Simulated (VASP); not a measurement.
# Li: single point with PBE

The system is Li.

```
CELL_PARAMETERS angstrom
0.00000 2.00635 2.00635
2.00635 0.00000 2.00635
2.00635 2.00635 0.00000
ATOMIC_POSITIONS crystal
Li 0.00000 0.00000 0.00000
```

This isn't the form of Li at room conditions, which is bcc.

```yaml
Program: VASP 6.6.1
Task: single point
Functional: PBE
Potentials_or_basis: VASP PAW PBE potentials, release 64 (Li_sv)
Cutoff: 520 eV
k_mesh: 17 × 17 × 17
Occupations: fermi-dirac, width 0.08 eV
Spin: no spin polarisation
Dipole_correction: no
k_mesh_for_the_DOS: 26 × 26 × 26
Occupations_for_the_DOS: tetrahedron
Further_INCAR_settings: ALGO = Normal; EDIFF = 1e-06
```

The valence electrons inside the program's atomic spheres are Li 2.10.

Levels at points of the mesh, in eV from the Fermi level:
```
           k point  band 1  band 2  band 3  band 4  band 5
(0.00, 0.00, 0.00)  -46.16   -3.83   16.85   16.85   16.85
(0.50, 0.00, 0.00)  -46.12   -0.12    3.76   14.81   14.81
(0.50, 0.50, 0.00)  -46.11    1.71    5.59    9.82    9.82
```

Wall time 25 s on 1 thread of Intel(R) Xeon(R) Platinum 8488C (Sapphire Rapids), on a shared host, peak memory 0.15 GiB.
